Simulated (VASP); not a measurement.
Set up this calculation in VASP 6.6.1, as the native input.

```
Task                   : relaxation of cell and atoms
Functional             : PBE
Potentials or basis    : VASP PAW PBE potentials, release 64 (Na_pv, Ta_pv, O)
Cutoff                 : 600 eV
k mesh                 : 6 × 6 × 6
Occupations            : gaussian, width 0.1 eV
Spin                   : collinear spin
Starting moments       : [0.0, 1.0, 0.0, 0.0] μB
Dipole correction      : no
Further INCAR settings : ALGO = Normal; EDIFF = 1e-06; IBRION = 2; EDIFFG = -0.04; NSW = 90; ISIF = 3
```

The structure of NaTaO2 lies in POSCAR:

```
NaTaO2
1.0
   -2.4278855400      2.4278855400      2.4500159700
    2.4278855400     -2.4278855400      2.4500159700
    2.4278855400      2.4278855400     -2.4500159700
Na Ta O
1 1 2
Direct
    0.0000000000      0.0000000000      0.0000000000
    0.5000000000      0.5000000000      0.0000000000
    0.5000000000      0.0000000000      0.5000000000
    0.0000000000      0.5000000000      0.5000000000
```

The cell was generated, and may not be a known phase.

One way to write it, as run:

INCAR

```
SYSTEM = NaTaO2
PREC = Accurate ; ENCUT = 600
EDIFF = 1E-6 ; ISMEAR = 0
SIGMA = 0.1 ; LREAL = .False.
LASPH = .True. ; NELM = 150
ALGO = Normal ; ISIF = 3
LWAVE = .False. ; LCHARG = .False.
ISPIN = 2 ; MAGMOM = 0 1 0 0
LORBIT = 11 ; LMAXMIX = 4
GGA = PE ; IBRION = 2
NSW = 90 ; EDIFFG = -0.04
```

KPOINTS

```
Automatic mesh
0
Gamma
  6 6 6
  0 0 0
```

Potentials or basis: VASP PAW PBE potentials, release 64 (Na_pv, Ta_pv, O).

Command:

```console
$ cat potpaw_PBE.64/Na_pv/POTCAR potpaw_PBE.64/Ta_pv/POTCAR potpaw_PBE.64/O/POTCAR > POTCAR
$ mpirun -np 1 vasp_std > vasp.out
```

It gave:

```json
{"Relaxed volume": "14.41 Å³/atom", "Relaxed cell": "a = 4.464 Å, b = 4.464 Å, c = 4.464 Å, α = 124.84°, β = 124.84°, γ = 81.80°", "Space group after relaxing (to 0.1 Å)": "I4/mmm (No. 139)", "Energy gained by relaxing": "1575.9 meV/atom", "Ionic steps": "8", "Pressure after relaxing": "-0.1 GPa", "Net moment": "0.20 μB per cell", "Site moments": "Na +0.00; Ta +0.14; O -0.00 μB", "Valence electrons inside the program's atomic spheres": "Na 6.17; Ta 8.61; O 5.07"}
```

Caveat: a moment this small can come from the mesh or the smearing.

It took 6.3 min on 1 thread of Intel(R) Xeon(R) 6975P-C (Granite Rapids) (shared host), peak memory 0.3 GiB.
